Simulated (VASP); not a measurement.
A run of VASP 6.6.1 is set up as follows.

The input POSCAR:

```
SrVO3
1.0
    3.8425000000      0.0000000000      0.0000000000
    0.0000000000      3.8425000000      0.0000000000
    0.0000000000      0.0000000000      3.8425000000
Sr V O
1 1 3
Direct
    0.0000000000      0.0000000000      0.0000000000
    0.5000000000      0.5000000000      0.5000000000
    0.5000000000      0.0000000000      0.5000000000
    0.0000000000      0.5000000000      0.5000000000
    0.5000000000      0.5000000000      0.0000000000
```

Contents of INCAR.step1:

```
PREC = Accurate ; ENCUT = 520
ISMEAR = -1 ; SIGMA = 0.03
LREAL = F ; LASPH = T
NELM = 150 ; ISPIN = 2
MAGMOM = 0 2 0 0 0 ; LMAXMIX = 4
NBANDS = 32 ; GGA = PE
ALGO = Normal ; EDIFF = 1E-4
LWAVE = T ; LCHARG = F
```

File INCAR.step2:

```
PREC = Accurate ; ENCUT = 520
EDIFF = 1E-6 ; ISMEAR = -1
SIGMA = 0.03 ; LREAL = F
LASPH = T ; NELM = 150
ALGO = Normal ; ISIF = 2
LWAVE = F ; LCHARG = F
ISPIN = 2 ; MAGMOM = 0 2 0 0 0
LORBIT = 11 ; LMAXMIX = 4
METAGGA = R2SCAN ; LMIXTAU = T
NBANDS = 32 ; ISTART = 1
```

File KPOINTS:

```
Automatic mesh
0
Gamma
  6 6 6
```

Potentials or basis: VASP PAW PBE potentials, release 64 (Sr_sv, V_sv, O).

The run is started by

```sh
$ cat potpaw_PBE.64/Sr_sv/POTCAR potpaw_PBE.64/V_sv/POTCAR potpaw_PBE.64/O/POTCAR > POTCAR
$ cp INCAR.step1 INCAR
$ mpirun -np 1 vasp_std > vasp.out
$ cp INCAR.step2 INCAR
$ mpirun -np 1 vasp_std > vasp.out
```

Q: Predict the net moment.

A: 0.53 μB per cell.

Q: What does it give for the pressure?

A: -0.8 GPa.

Q: Predict the site moments.

A: Sr +0.00; V +0.55; O -0.02 μB.

Caveat: the PAW data sets were made with another functional, which shifts forces and pressure a little.
